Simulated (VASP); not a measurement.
# Te: single point with PBE

Te:

```
Te
1.0
     4.42091    0.00795   -0.04238
    -2.20357    3.87986    0.04237
    -0.05637    0.03253    5.95873
Te
3
Direct
  0.28200 0.02174 0.19622
  0.04063 0.28007 0.82343
  0.69199 0.72020 0.49302
```

```json
{
 "Program": "VASP 6.6.1",
 "Task": "single point",
 "Functional": "PBE",
 "Potentials or basis": "VASP PAW PBE potentials, release 64 (Te)",
 "Cutoff": "520 eV",
 "k mesh": "2 × 2 × 1",
 "Occupations": "gaussian, width 0.01 eV",
 "Spin": "no spin polarisation",
 "Dipole correction": "no",
 "Further INCAR settings": "ALGO = Normal; EDIFF = 1e-06; NBANDS = 16"
}
```

The pressure is 1.5 GPa, the largest force is 1.990 eV/Å and the band gap on the k mesh is 0.72 eV, indirect (least direct gap 0.98 eV).

Forces in eV/Å, atoms in the order of the input:
```
Te  -1.506 -0.304 -0.116
Te   0.168 -1.129 -0.227
Te   1.338  1.433  0.342
```

Stress tensor (GPa, compression positive):
```
 5.22 -2.04  1.22
-2.04  2.99 -1.31
 1.22 -1.31 -3.63
```

Levels at points of the mesh, in eV from the valence-band top:
```
           k point  band 7  band 8  band 9  band 10  band 11  band 12
(0.00, 0.00, 0.00)   -1.41   -0.88   -0.43     1.20     1.51     2.14
(0.50, 0.00, 0.00)   -2.78   -0.63   -0.01     1.08     1.67     3.57
(0.00, 0.50, 0.00)   -2.87   -0.54    0.00     1.03     1.67     3.67
(0.50, 0.50, 0.00)   -2.92   -0.34   -0.26     0.72     1.16     3.53
```

Wall time 6 s on 1 thread of Intel(R) Xeon(R) 6975P-C (Granite Rapids) (shared host), peak memory 0.22 GiB.

Caveat: the k points lie up to 1.05 Å⁻¹ apart; spin-orbit coupling is left out, which moves the levels of the heavy elements; forces of over 1 eV/Å act on the atoms, so gaps and moduli don't describe the material at rest. A k mesh can miss the band edges.
